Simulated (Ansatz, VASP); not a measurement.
## PbSe: VASP beside Ansatz

INCAR

```
SYSTEM = PbSe
PREC = Accurate ; ENCUT = 520
EDIFF = 1E-6 ; ISMEAR = 0
SIGMA = 0.026000000000000002 ; LREAL = .FALSE.
LASPH = .TRUE. ; NELM = 60
ALGO = Normal ; ISIF = 2
LWAVE = .FALSE. ; LCHARG = .TRUE.
GGA = PE ; LELF = .TRUE.
LVHAR = .TRUE. ; NBANDS = 17
```

Contents of KPOINTS:

```
Automatic mesh
0
G
  8 8 8
  0 0 0
```

Contents of POSCAR:

```
PbSe
1.0
    0.0000000000      3.0606500000      3.0606500000
    3.0606500000      0.0000000000      3.0606500000
    3.0606500000      3.0606500000      0.0000000000
Pb Se
1 1
Direct
    0.0000000000      0.0000000000      0.0000000000
    0.5000000000      0.5000000000      0.5000000000
```

Contents of input.yaml:

```yaml
crystal:
  lattice:
    - [0.0, 3.06065, 3.06065]
    - [3.06065, 0.0, 3.06065]
    - [3.06065, 3.06065, 0.0]
  atoms:
    - { symbol: Pb, position: [0.0, 0.0, 0.0] }
    - { symbol: Se, position: [0.5, 0.5, 0.5] }
kpoints:
  mp_grid: { grid: [8, 8, 8] }
scf:
  occupations: { method: gaussian, width: 0.026 }
hamiltonian:
  xc: pbe
  pseudopotentials: { kind: all_electron, lapw: { basis_error: 0.001 } }
output:
  forces: true
  stress: true
  eigenvalues: true
```

Alike in both runs: task single point; functional PBE; k mesh 8 × 8 × 8; occupations gaussian, width 0.026 eV; no spin polarisation.

|  | VASP | Ansatz |
| --- | --- | --- |
| version | VASP 6.6.1 | Ansatz 0.2.0 |
| potentials or method | VASP PAW PBE potentials, release 64 (Pb_d, Se), cutoff 520 eV | all-electron LAPW, scalar-relativistic |

VASP gave:

```
gap on the k mesh at the Fermi level (eV) : 0.29
least direct gap on the mesh (eV)         : 0.29
pressure (GPa)                            : 2.4
```

Task: Which values does Ansatz return?

Result: gap on the k mesh at the Fermi level (eV): 0.28; least direct gap on the mesh (eV): 0.28; pressure (GPa): 2.4.

Ansatz ran all-electron here, and VASP with PAW potentials.

Neither program's run includes spin-orbit coupling.
